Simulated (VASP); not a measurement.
MgO:

```
Mg O
1.0
     0.00000    2.12685    2.12685
     2.12685    0.00000    2.12685
     2.12685    2.12685    0.00000
Mg O
1 1
Direct
  0.00000 0.00000 0.00000
  0.50000 0.50000 0.50000
```

| Item | Value |
| --- | --- |
| Program | VASP 6.6.1 |
| Task | relaxation of cell and atoms |
| Functional | PBE |
| Dispersion | D3(BJ) |
| Potentials or basis | VASP PAW PBE potentials, release 64 (Mg, O) |
| Cutoff | 600 eV |
| k mesh | 10 × 10 × 10 |
| Occupations | gaussian, width 0.02 eV |
| Spin | no spin polarisation |

At the start: pressure -5.9 GPa; volume 9.62 Å³/atom.

Problem. How do energy, volume and symmetry change on relaxing?

Solution. Over 3 steps the energy falls by 6.9 meV/atom and the volume is 9.25 Å³/atom (-3.8 %); space group Fm-3m (No. 225, to 0.1 Å) before and after.

The path:
| step | energy change (eV) | largest force (eV/Å) | pressure (GPa) | volume (Å³) |
| --- | --- | --- | --- | --- |
| 1 | 0.0000 | 0.0000 | -5.86 | 19.24 |
| 2 | -0.0124 | 0.0000 | 2.08 | 18.28 |
| 3 | -0.0138 | 0.0000 | 0.00 | 18.51 |

Final structure:
```yaml
crystal:
  lattice:
    - [0.00000, 2.09944, 2.09944]
    - [2.09944, 0.00000, 2.09944]
    - [2.09944, 2.09944, 0.00000]
  atoms:
    - { symbol: Mg, position: [0.00000, 0.00000, 0.00000] }
    - { symbol: O, position: [0.50000, 0.50000, 0.50000] }
```
